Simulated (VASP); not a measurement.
# CdTe (F-43m) in VASP: a series of runs, part 2 of 2

VASP 6.6.1. Earlier steps stand in the parts before.

### 3 Dielectric tensor, r2SCAN (strain -1.0%)

INCAR

```
SYSTEM = CdTe
PREC = Accurate
ENCUT = 520
EDIFF = 1E-8
ISMEAR = 0
SIGMA = 0.01
LREAL = .False.
LASPH = .True.
NELM = 100
ALGO = Normal
ISIF = 2
LWAVE = .False.
LCHARG = .False.
METAGGA = R2SCAN
LMIXTAU = .True.
LCALCEPS = .True.
```

KPOINTS

```
regular mesh
0
Gamma
  6 6 6
  0 0 0
```

POSCAR

```
CdTe
1.0
    0.0000000000      3.2471555650      3.2471555650
    3.2471555650      0.0000000000      3.2471555650
    3.2471555650      3.2471555650      0.0000000000
Cd Te
1 1
Direct
    0.0000000000      0.0000000000      0.0000000000
    0.2500000000      0.2500000000      0.2500000000
```

Potentials or basis: VASP PAW PBE potentials, release 64 (Cd, Te).

Run with:

```console
$ cat potpaw_PBE.64/Cd/POTCAR potpaw_PBE.64/Te/POTCAR > POTCAR
$ mpirun -np 1 vasp_std > vasp.out
```

OUTCAR:

```text
SYSTEM = CdTe
   PREC = Accurate
   ENCUT = 520
   EDIFF = 1E-8
   ISMEAR = 0
   LREAL = .False.
   LASPH = .True.
   NELM = 100
   ISIF = 2
   METAGGA = R2SCAN

 ion  position               nearest neighbor table
   1  0.000  0.000  0.000-   2 2.81   2 2.81   2 2.81   2 2.81
   2  0.250  0.250  0.250-   1 2.81   1 2.81   1 2.81   1 2.81

  LATTYP: Found a face centered cubic cell.
 ALAT       =     6.4943111300

  Lattice vectors:

 A1 = (   0.0000000000,   3.2471555650,   3.2471555650)
 A2 = (   3.2471555650,   0.0000000000,   3.2471555650)
 A3 = (   3.2471555650,   3.2471555650,   0.0000000000)

Analysis of symmetry for initial positions (statically):
=====================================================================
 Subroutine PRICEL returns:
 Original cell was already a primitive cell.

 Routine SETGRP: Setting up the symmetry group for a
 face centered cubic supercell.

 Subroutine GETGRP returns: Found 24 space group operations
 (whereof 24 operations were pure point group operations)
 out of a pool of 48 trial point group operations.

The static configuration has the point symmetry T_d .

Analysis of symmetry for dynamics (positions and initial velocities):
=====================================================================
 Subroutine PRICEL returns:
 Original cell was already a primitive cell.

 Routine SETGRP: Setting up the symmetry group for a
 face centered cubic supercell.

 Subroutine GETGRP returns: Found 24 space group operations
 (whereof 24 operations were pure point group operations)
 out of a pool of 48 trial point group operations.

The dynamic configuration has the point symmetry T_d .

 Subroutine INISYM returns: Found 24 space group operations
[... 520 lines left out ...]
      6      -6.1358      2.00000
      7      -1.0585      2.00000
      8       0.9289      2.00000
      9       1.0251      2.00000
     10   10000.0000      0.00000
     11   10000.0000      0.00000
     12   10000.0000      0.00000
     13   10000.0000      0.00000

 [... further k-points ...]

------------------------ aborting loop because EDIFF is reached ----------------------------------------

            Ionic dipole moment: p[ion]=(     9.74147     9.74147     9.74147 ) |e| Angst

 Total electronic dipole moment: p[elc]=(     0.02208     0.02208     0.04570 ) |e| Angst

 MACROSCOPIC STATIC DIELECTRIC TENSOR (including local field effects)
 ------------------------------------------------------
           7.249690    -0.000000    -0.000000
          -0.000000     7.249690     0.000000
          -0.000000    -0.000000     7.249690
 ------------------------------------------------------

 PIEZOELECTRIC TENSOR (including local field effects) (e Angst)
          XX          YY          ZZ          XY          YZ          ZX
  --------------------------------------------------------------------------------
  x     0.00000    -0.00000    -0.00000    -0.00000    -2.49271    -0.00000
  y     0.00000     0.00000     0.00000    -0.00000    -0.00000    -2.49271
  z     0.00000     0.00000     0.00000    -2.49271     0.00000    -0.00000

 PIEZOELECTRIC TENSOR (including local field effects) (C/m^2)
          XX          YY          ZZ          XY          YZ          ZX
  --------------------------------------------------------------------------------
  x     0.00000    -0.00000    -0.00000    -0.00000    -0.58324    -0.00000
  y     0.00000     0.00000     0.00000    -0.00000    -0.00000    -0.58324
  z     0.00000     0.00000     0.00000    -0.58324     0.00000    -0.00000

 BORN EFFECTIVE CHARGES (including local field effects) (in |e|, cummulative output)
 ---------------------------------------------------------------------------------
 ion    1
    1     2.18886    -0.00000    -0.00000
    2     0.00000     2.18886     0.00000
    3     0.00000     0.00000     2.18886
 ion    2
    1    -2.18886    -0.00000    -0.00000
    2     0.00000    -2.18886     0.00000
    3    -0.00000     0.00000    -2.18886

  FORCE on cell =-STRESS in cart. coord.  units (eV):
  Direction    XX          YY          ZZ          XY          YZ          ZX
  --------------------------------------------------------------------------------------
  -------------------------------------------------------------------------------------
  Total        0.5917212      0.5917212      0.5917212      0.0000000      0.0000000     -0.0000000
  in kB       13.8448554     13.8448554     13.8448554      0.0000000      0.0000000     -0.0000000
  external PRESSURE =      13.8448554 kB  Pullay stress =       0.0000000 kB

 VOLUME and BASIS-vectors are now :
 -----------------------------------------------------------------------------
  energy-cutoff  :      520.00
  volume of cell :       68.48
      direct lattice vectors                 reciprocal lattice vectors
     0.000000000  3.247155565  3.247155565    -0.153980920  0.153980920  0.153980920
     3.247155565  0.000000000  3.247155565     0.153980920 -0.153980920  0.153980920
     3.247155565  3.247155565  0.000000000     0.153980920  0.153980920 -0.153980920

 POSITION                                       TOTAL-FORCE (eV/Angst)
 -----------------------------------------------------------------------------------
      0.00000      0.00000      0.00000         0.000000      0.000000      0.000000
      1.62358      1.62358      1.62358        -0.000000     -0.000000     -0.000000
 -----------------------------------------------------------------------------------
    total drift:                               -0.000001     -0.000001     -0.000001

  FREE ENERGIE OF THE ION-ELECTRON SYSTEM (eV)
  ---------------------------------------------------
  free  energy   TOTEN  =       -46.6323707288 eV

  energy  without entropy=      -46.6323707288  energy(sigma->0) =      -46.63237073
```

stdout:

```text
POSCAR found type information on POSCAR CdTe
 POSCAR found :  2 types and       2 ions
 scaLAPACK will be used
 -----------------------------------------------------------------------------
|                                                                             |
[... 110 lines left out ...]
 p_tot=(  0.976E+01  0.979E+01  0.976E+01 )
dp_tot=(  0.223E-04  0.231E-01  0.213E-04 )  diag[e(oo)]=(    ---    7.11340    ---   )
 p_tot=(  0.976E+01  0.979E+01  0.976E+01 )
dp_tot=(  0.204E-04  0.233E-01  0.195E-04 )  diag[e(oo)]=(    ---    7.16484    ---   )
 p_tot=(  0.976E+01  0.979E+01  0.976E+01 )
dp_tot=(  0.203E-04  0.234E-01  0.196E-04 )  diag[e(oo)]=(    ---    7.19365    ---   )
 p_tot=(  0.976E+01  0.979E+01  0.976E+01 )
dp_tot=(  0.206E-04  0.235E-01  0.202E-04 )  diag
```

Run time: 36 min. Hardware: 1 thread of Intel Xeon Platinum 8488C (Sapphire Rapids), shared host; peak memory 0.43 GiB.

What came out:

```yaml
Band_gap_on_the_k_mesh: 1.25 eV
Electronic_dielectric_tensor_diagonal: 7.25
Born_charges_mean_of_the_diagonal: Cd +2.19; Te -2.19 e
```

Electronic dielectric tensor:
```
7.25 0.00 0.00
0.00 7.25 0.00
0.00 0.00 7.25
```

Born effective charge tensors (e):
atom 1, Cd
```
2.19 0.00 0.00
0.00 2.19 0.00
0.00 0.00 2.19
```
atom 2, Te
```
-2.19  0.00  0.00
 0.00 -2.19  0.00
 0.00  0.00 -2.19
```

Dipole moments of the cell (e·Å, modulo the quantum): ionic 9.741, 9.741, 9.741; electronic 0.022, 0.022, 0.046

Caveat: the cell differs from its parent crystal (strain -1.0%); the PAW data sets were made with another functional, which shifts forces and pressure a little; spin-orbit coupling is left out, which moves the levels of the heavy elements.
